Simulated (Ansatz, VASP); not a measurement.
GaAs: VASP beside Ansatz

```
CELL_PARAMETERS angstrom
3.33634 0.00000 0.00000
0.00000 3.33634 0.00000
0.00000 0.00000 4.37299
ATOMIC_POSITIONS crystal
Ga 0.50000 0.50000 0.50000
As 0.00000 0.00000 0.00000
```

Alike in both runs: task relaxation of cell and atoms; functional r2SCAN; k mesh 6 × 6 × 4; occupations gaussian, width 0.1 eV; no spin polarisation.

```csv
,VASP,Ansatz
version,VASP 6.6.1,Ansatz 0.2.0
potentials or method,"VASP PAW PBE potentials, release 64 (Ga_d, As), cutoff 600 eV","scalar-relativistic, plane waves, PAW"
valence electrons in the cell,18,28
```

VASP gave:

- gap on the k mesh at the Fermi level, each at its own relaxed structure (eV): none
- relaxed volume (Å³/atom): 18.89
- relaxed length of the cell vector where the two differ most in proportion (Å): 3.148

Q: Which values does Ansatz return?

A: gap on the k mesh at the Fermi level, each at its own relaxed structure (eV): none; relaxed volume (Å³/atom): 18.82; relaxed length of the cell vector where the two differ most in proportion (Å): 3.142.

VASP's potentials were made for PBE, not for r2SCAN. A gap of «none» marks a metal or a gap that the smearing closes. VASP's potentials hold 18 valence electrons a cell and Ansatz's 28, so a difference there can come from the potentials and not from the codes.

Noted on VASP's run: the volume moved by over 15 % at a fixed basis, so the end points are rough.
